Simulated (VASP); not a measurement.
# F (C2/c) in VASP: further runs

The runs below take F through single point, with PBE.

All numbers are computed with VASP 6.6.1; they aren't measurements. Logs are shortened: lines on timing, memory, paths and dates and some standing lists are left out, and cuts for length are marked.

## 1. The cell of the first run

The structure is monoclinic, space group C2/c (No. 15). Conventional cell: a = 5.500 Å, b = 3.280 Å, c = 7.280 Å, α = 90.00°, β = 102.17°, γ = 90.00°. Within 2.0 Å of F (site symmetry 1) lie 1 F at 1.49 Å.

## 2. Single point, PBE

The input, INCAR:

```
SYSTEM = F
PREC = Accurate
ENCUT = 520
EDIFF = 1E-6
ISMEAR = 0
SIGMA = 0.02
LREAL = .False.
LASPH = .True.
NELM = 100
ALGO = Normal
ISIF = 2
LWAVE = .False.
LCHARG = .False.
GGA = PE
NBANDS = 22
```

The input, KPOINTS:

```
Automatic mesh
0
Gamma
  6 6 2
  0.5 0.5 0.5
```

The input, POSCAR:

```
F
1.0
    2.7500000000     -1.6400000000      0.0000000000
    2.7500000000      1.6400000000      0.0000000000
   -1.5347200000      0.0000000000      7.1163900000
F
4
Direct
    0.9680000000      0.6020000000      0.0997000000
    0.3980000000      0.0320000000      0.4003000000
    0.0320000000      0.3980000000      0.9003000000
    0.6020000000      0.9680000000      0.5997000000
```

Potentials or basis: VASP PAW PBE potentials, release 64 (F).

Launch:

```sh
> cat potpaw_PBE.64/F/POTCAR > POTCAR
> mpirun -np 1 vasp_std > vasp.out
```

OUTCAR:

```text
SYSTEM = F
   PREC = Accurate
   ENCUT = 520
   EDIFF = 1E-6
   ISMEAR = 0
   LREAL = .False.
   LASPH = .True.
   NELM = 100
   ISIF = 2
   GGA = PE

 ion  position               nearest neighbor table
   1  0.968  0.602  0.100-   3 1.49
   2  0.398  0.032  0.400-   4 1.49
   3  0.032  0.398  0.900-   1 1.49
   4  0.602  0.968  0.600-   2 1.49

  LATTYP: Found a base centered monoclinic cell.
 ALAT       =     5.5000000000
 B/A-ratio  =     0.5963636364
 C/A-ratio  =     1.3236360154
 COS(beta)  =    -0.2108132423

  Lattice vectors:

 A1 = (   2.7500000000,  -1.6400000000,   0.0000000000)
 A2 = (   2.7500000000,   1.6400000000,   0.0000000000)
 A3 = (  -1.5347200000,   0.0000000000,   7.1163900000)

Analysis of symmetry for initial positions (statically):
=====================================================================
 Subroutine PRICEL returns:
 Original cell was already a primitive cell.

 Routine SETGRP: Setting up the symmetry group for a
 base centered monoclinic supercell.

 Subroutine GETGRP returns: Found  4 space group operations
 (whereof  2 operations were pure point group operations)
 out of a pool of  4 trial point group operations.

The static configuration has the point symmetry S_2 .
 The point group associated with its full space group is C_2h.

Analysis of symmetry for dynamics (positions and initial velocities):
=====================================================================
 Subroutine PRICEL returns:
 Original cell was already a primitive cell.

 Routine SETGRP: Setting up the symmetry group for a
 base centered monoclinic supercell.

 Subroutine GETGRP returns: Found  4 space group operations
 (whereof  2 operations were pure point group operations)
 out of a pool of  4 trial point group operations.

The dynamic configuration has the point symmetry S_2 .
 The point group associated with its full space group is C_2h.

 Subroutine INISYM returns: Found  4 space group operations
 (whereof  2 operations are pure point group operations),
 and found     1 'primitive' translations

----------------------------------------------------------------------------------------

                                     Primitive cell

  volume of cell :      64.1898

  direct lattice vectors                    reciprocal lattice vectors
     2.750000000 -1.640000000  0.000000000     0.181818182 -0.304878049  0.039210892
     2.750000000  1.640000000  0.000000000     0.181818182  0.304878049  0.039210892
    -1.534720000  0.000000000  7.116390000     0.000000000  0.000000000  0.140520685

  length of vectors
     3.201890067  3.201890067  7.279998085     0.357135786  0.357135786  0.140520685

  position of ions in fractional coordinates (direct lattice)
     0.968000000  0.602000000  0.099700000
     0.398000000  0.032000000  0.400300000
     0.032000000  0.398000000  0.900300000
     0.602000000  0.968000000  0.599700000

  ion indices of the primitive-cell ions
   primitive index   ion index
                 1           1
                 2           2
                 3           3
                 4           4

----------------------------------------------------------------------------------------

 KPOINTS: Automatic mesh

Automatic generation of k-mesh.
 Grid dimensions read from file:
 generate k-points for:    6    6    2

 Generating k-lattice:

  Cartesian coordinates                     Fractional coordinates (reciprocal lattice)
     0.030303030 -0.050813008  0.006535149     0.166666667  0.000000000  0.000000000
     0.030303030  0.050813008  0.006535149     0.000000000  0.166666667  0.000000000
     0.000000000  0.000000000  0.070260343     0.000000000  0.000000000  0.500000000

  Length of vectors
     0.059522631  0.059522631  0.070260343

  Shift w.r.t. Gamma in fractional coordinates (k-lattice)
     0.500000000  0.500000000  0.500000000

 Subroutine IBZKPT returns following result:
 ===========================================

 Found     21 irreducible k-points:

 Following reciprocal coordinates:
            Coordinates               Weight
  0.083333  0.083333  0.250000      2.000000
  0.250000  0.083333  0.250000      4.000000
  0.416667  0.083333  0.250000      4.000000
 -0.416667  0.083333  0.250000      4.000000
 -0.250000  0.083333  0.250000      4.000000
 -0.083333  0.083333  0.250000      4.000000
[... 13 lines left out ...]
 -0.083333 -0.250000  0.250000      4.000000
 -0.083333 -0.083333  0.250000      2.000000
   k-points           NKPTS =     21   k-points in BZ     NKDIM =     21   number of bands    NBANDS=     22
   number of dos      NEDOS =    301   number of ions     NIONS =      4
   total plane-waves  NPLWV =  31104
   dimension x,y,z NGX =    24 NGY =   24 NGZ =   54
   dimension x,y,z NGXF=    48 NGYF=   48 NGZF=  108
   ions per type =               4
   NGX,Y,Z   is equivalent  to a cutoff of  12.46, 12.46, 12.33 a.u.
   NGXF,Y,Z  is equivalent  to a cutoff of  24.92, 24.92, 24.66 a.u.
 SYSTEM =  F
   PREC   = accura    normal or accurate (medium, high low for compatibility)
   ISTART =      0    job   : 0-new  1-cont  2-samecut
   ICHARG =      2    charge: 1-file 2-atom 10-const
   ISPIN  =      1    spin polarized calculation?
   LNONCOLLINEAR =      F non collinear calculations
   LSORBIT =      F    spin-orbit coupling
   LASPH  =      T    aspherical Exc in radial PAW
   ENCUT  =  520.0 eV  38.22 Ry    6.18 a.u.   5.95  5.95 13.54*2*pi/ulx,y,z
   NELM   =    100;   NELMIN=  2; NELMDL= -5     # of ELM steps
   EDIFF  = 0.1E-05   stopping-criterion for ELM
   LREAL  =      F    real-space projection
   EDIFFG = 0.1E-04   stopping-criterion for IOM
   NSW    =      0    number of steps for IOM
   IBRION =     -1    ionic relax: 0-MD 1-quasi-New 2-CG
   NFREE  =      0    steps in history (QN), initial steepest desc. (CG)
   ISIF   =      2    stress and relaxation
   ISYM   =      2    0-nonsym 1-usesym 2-fastsym
   POTIM  = 0.5000    time-step for ionic-motion
   TEBEG  =    0.0;   TEEND  =   0.0 temperature during run
   PSTRESS=    0.0 pullay stress
   NELECT =      28.0000    total number of electrons
   NUPDOWN=      -1.0000    fix difference up-down
   EMIN   =  10.00;   EMAX   =-10.00  energy-range for DOS
   EFERMI =   0.00;   METHOD = LEGACY
   ISMEAR =     0;   SIGMA  =   0.02  broadening in eV -4-tet -1-fermi 0-gaus
   EFERMI_NEDOS =   21; number of points for ismear=-14 and -15
   IALGO  =     38    algorithm
   IMIX   =      4    mixing-type and parameters
     AMIX     =   0.40;   BMIX     =  1.00
     AMIX_MAG =   1.60;   BMIX_MAG =  1.00
  volume/ion in A,a.u.               =      16.05       108.29
  Fermi-wavevector in a.u.,A,eV,Ry     =   1.241572  2.346232 20.973411  1.541502
  Thomas-Fermi vector in A             =   2.375964
   LORBIT       =      0    0 simple, 1 ext, 2 COOP (PROOUT), +10 PAW based schemes
   GGA     = PE    functional components
   LHFCALC =     F    Hartree Fock is set to
   AEXX    =    0.0000 exact exchange contribution
   IVDW    =     0    specifies the selected vdW correction
   LEPSILON=     F    determine dielectric tensor
   LRPA    =     F    only Hartree local field effects (RPA)
 non-spin polarized calculation
 Gauss-broadening in eV      SIGMA  =   0.02
  energy-cutoff  :      520.00
  volume of cell :       64.19
 maximum number of plane-waves:      1743
   NGX = 11   NGY = 11   NGZ = 27

 number of electron      28.0000004 magnetization

 Free energy of the ion-electron system (eV)
  ---------------------------------------------------
  ext. energy  EPLUGINS =         0.00000000
  ---------------------------------------------------
  free energy    TOTEN  =        -7.18261956 eV

  energy without entropy =       -7.18261956  energy(sigma->0) =       -7.18261956

 E-fermi :  -5.3109     XC(G=0):  -7.6629

 val. band max:       -5.4341764545   @ k =  -0.0833   0.0833   0.2500
 cond. band min:      -3.3625724775   @ k =  -0.0833  -0.0833   0.2500
 fundamental gap:      2.0716039770
 Fermi energy:        -5.3108970323

 k-point     1 :       0.0833    0.0833    0.2500
  band No.  band energies     occupation
      1     -29.2627      2.00000
      2     -29.1905      2.00000
      3     -24.2704      2.00000
      4     -24.0904      2.00000
      5     -11.3321      2.00000
      6     -10.8972      2.00000
[... 14 lines left out ...]
     21      16.4974      0.00000
     22      16.5531      0.00000

 k-point     2 :       0.2500    0.0833    0.2500
  band No.  band energies     occupation
      1     -29.2141      2.00000
      2     -29.1695      2.00000
      3     -24.2146      2.00000
      4     -24.1063      2.00000
      5     -11.2289      2.00000
      6     -10.9796      2.00000
[... 14 lines left out ...]
     21      13.4166      0.00000
     22      14.1051      0.00000

 k-point     3 :       0.4167    0.0833    0.2500
  band No.  band energies     occupation
      1     -29.1475      2.00000
      2     -29.1412      2.00000
      3     -24.1416      2.00000
      4     -24.1313      2.00000
      5     -11.0999      2.00000
      6     -11.0833      2.00000
[... 14 lines left out ...]
     21      11.7154      0.00000
     22      12.0992      0.00000
[... 401 lines left out ...]
 k-point    20 :      -0.0833   -0.2500    0.2500
  band No.  band energies     occupation
      1     -29.2364      2.00000
      2     -29.1464      2.00000
      3     -24.2743      2.00000
      4     -24.0463      2.00000
      5     -11.3904      2.00000
      6     -10.8064      2.00000
[... 14 lines left out ...]
     21      13.3890      0.00000
     22      14.1188      0.00000

 k-point    21 :      -0.0833   -0.0833    0.2500
  band No.  band energies     occupation
      1     -29.2753      2.00000
      2     -29.1769      2.00000
      3     -24.3049      2.00000
      4     -24.0555      2.00000
      5     -11.4242      2.00000
      6     -10.7943      2.00000
[... 14 lines left out ...]
     21      15.6365      0.00000
     22      16.1583      0.00000

------------------------ aborting loop because EDIFF is reached ----------------------------------------

  FORCE on cell =-STRESS in cart. coord.  units (eV):
  Direction    XX          YY          ZZ          XY          YZ          ZX
  --------------------------------------------------------------------------------------
  -------------------------------------------------------------------------------------
  Total        0.1096650     -0.3599915     -4.6001541      0.0000000      0.0000000     -0.2431689
  in kB        2.7372354     -8.9853823   -114.8197733      0.0000000      0.0000000     -6.0694923
  external PRESSURE =     -40.3559734 kB  Pullay stress =       0.0000000 kB

 VOLUME and BASIS-vectors are now :
 -----------------------------------------------------------------------------
  energy-cutoff  :      520.00
  volume of cell :       64.19
      direct lattice vectors                 reciprocal lattice vectors
     2.750000000 -1.640000000  0.000000000     0.181818182 -0.304878049  0.039210892
     2.750000000  1.640000000  0.000000000     0.181818182  0.304878049  0.039210892
    -1.534720000  0.000000000  7.116390000     0.000000000  0.000000000  0.140520685

 POSITION                                       TOTAL-FORCE (eV/Angst)
 -----------------------------------------------------------------------------------
      4.16449     -0.60024      0.70950        -0.114280     -0.499988     -1.583575
      0.56815     -0.60024      2.84869         0.114280     -0.499988      1.583575
     -0.19921      0.60024      6.40689         0.114280      0.499988      1.583575
      3.39713      0.60024      4.26770        -0.114280      0.499988     -1.583575
 -----------------------------------------------------------------------------------
    total drift:                                0.000000      0.000000      0.000000

  FREE ENERGIE OF THE ION-ELECTRON SYSTEM (eV)
  ---------------------------------------------------
  free  energy   TOTEN  =        -7.1826195629 eV

  energy  without entropy=       -7.1826195629  energy(sigma->0) =       -7.18261956
```

It took 11 s on 1 thread of Intel Xeon Platinum 8488C (Sapphire Rapids), shared host; peak memory 0.16 GiB.

Results:

* Free energy: -7.1826 eV
* Pressure: -4.0 GPa
* Largest force: 1.665 eV/Å
* Band gap on the k mesh: 2.07 eV

Forces in eV/Å, atoms in the order of the input:
```
F   -0.114 -0.500 -1.584
F    0.114 -0.500  1.584
F    0.114  0.500  1.584
F   -0.114  0.500 -1.584
```

Stress tensor (GPa, compression positive):
```
  0.27   0.00  -0.61
  0.00  -0.90   0.00
 -0.61   0.00 -11.48
```

Levels at points of the mesh, in eV from the valence-band top:
```tsv
k point	band 11	band 12	band 13	band 14	band 15	band 16	band 17	band 18
(0.08, 0.08, 0.25)	-0.25	-0.14	-0.06	-0.06	2.20	2.71	9.93	11.07
```

Caveat: the cell stands under tension; a shifted mesh leaves out Γ, where band edges can lie; forces of over 1 eV/Å act on the atoms, so gaps and moduli don't describe the material at rest. A k mesh can miss the band edges.

## 3. Single point, PBE

The input, INCAR:

```
PREC = Accurate
ENCUT = 520
EDIFF = 1E-7
ISMEAR = 0
SIGMA = 0.02
LREAL = F
LASPH = T
NELM = 60
ALGO = Normal
ISIF = 2
LWAVE = F
LCHARG = T
GGA = PE
LELF = T
LVHAR = T
NBANDS = 22
```

The input, KPOINTS:

```
regular mesh
0
Gamma
  6 6 4
```

POSCAR is that of step 2.

Potentials or basis: VASP PAW PBE potentials, release 64 (F).

Launch:

```sh
> cat potpaw_PBE.64/F/POTCAR > POTCAR
> mpirun -np 1 vasp_std > vasp.out
```

Run time: 23 s. Hardware: 1 thread of Intel Xeon Platinum 8488C (Sapphire Rapids), shared host; peak memory 0.19 GiB.

The run converged. Its results:

```
Free energy            : -7.1825 eV
Pressure               : -4.0 GPa
Largest force          : 1.665 eV/Å
Band gap on the k mesh : 1.92 eV
```

Forces on the atoms (eV/Å):
```
F   -0.114 -0.500 -1.584
F    0.114 -0.500  1.584
F    0.114  0.500  1.584
F   -0.114  0.500 -1.584
```

Stress tensor (GPa, compression positive):
```
  0.27   0.00  -0.61
  0.00  -0.90   0.00
 -0.61   0.00 -11.48
```

Levels at points of the mesh, in eV from the valence-band top:
| k point | band 10 | band 11 | band 12 | band 13 | band 14 | band 15 | band 16 | band 17 | band 18 | band 19 |
| --- | --- | --- | --- | --- | --- | --- | --- | --- | --- | --- |
| (0.00, 0.00, 0.00) | -2.59 | -0.27 | -0.18 | -0.11 | 0.00 | 1.92 | 2.89 | 9.41 | 11.68 | 12.64 |
| (0.50, 0.00, 0.00) | -2.83 | -0.54 | -0.53 | -0.19 | -0.14 | 2.52 | 2.52 | 13.92 | 14.15 | 15.69 |
| (0.50, 0.50, 0.00) | -2.74 | -0.70 | -0.43 | -0.40 | -0.10 | 2.40 | 2.62 | 14.24 | 14.67 | 14.79 |
| (0.00, 0.00, 0.50) | -2.65 | -0.21 | -0.21 | -0.08 | -0.08 | 2.41 | 2.41 | 10.20 | 10.20 | 15.06 |
| (0.50, 0.00, 0.50) | -2.71 | -0.65 | -0.36 | -0.30 | 0.00 | 2.33 | 2.65 | 14.21 | 14.29 | 14.72 |
| (0.50, 0.50, 0.50) | -2.87 | -0.58 | -0.58 | -0.28 | -0.28 | 2.53 | 2.53 | 14.21 | 14.21 | 15.78 |

Caveat: the cell stands under tension; forces of over 1 eV/Å act on the atoms, so gaps and moduli don't describe the material at rest. PBE gaps usually lie below the measured ones, often by a third to a half.

## 4. Single point, PBE

The input, INCAR:

```
ALGO = Normal ; EDIFF = 1E-6
ENCUT = 520 ; GGA = PE
ISIF = 2 ; ISMEAR = 0
LASPH = T ; LCHARG = F
LREAL = F ; LWAVE = F
NBANDS = 22 ; NELM = 80
PREC = Accurate ; SIGMA = 0.02
```

The input, KPOINTS:

```
Automatic mesh
0
Gamma
  6 6 4
  0.5 0.5 0.5
```

POSCAR is that of step 3.

Launch:

```sh
> cat potpaw_PBE.64/F/POTCAR > POTCAR
> mpirun -np 1 vasp_std > vasp.out
```

It took 20 s on 1 thread of Intel Xeon Platinum 8488C (Sapphire Rapids), shared host; peak memory 0.18 GiB.

The run converged. Its results:

| Property | Result |
| --- | --- |
| Free energy | -7.1825 eV |
| Pressure | -4.0 GPa |
| Largest force | 1.665 eV/Å |
| Band gap on the k mesh | 1.99 eV (least direct gap 2.01 eV) |

Forces on the atoms (eV/Å):
```
F   -0.114 -0.500 -1.584
F    0.114 -0.500  1.584
F    0.114  0.500  1.584
F   -0.114  0.500 -1.584
```

Stress tensor (GPa, compression positive):
```
  0.27   0.00  -0.61
  0.00  -0.90   0.00
 -0.61   0.00 -11.48
```

Levels at points of the mesh, in eV from the valence-band top:
```csv
k point,band 11,band 12,band 13,band 14,band 15,band 16,band 17,band 18
"(0.08, 0.08, 0.12)",-0.26,-0.16,-0.07,-0.05,2.06,2.83,9.73,11.50
```

Caveat: the cell stands under tension; a shifted mesh leaves out Γ, where band edges can lie; forces of over 1 eV/Å act on the atoms, so gaps and moduli don't describe the material at rest. A k mesh can miss the band edges.

(Part 1 of 2 ends here.)
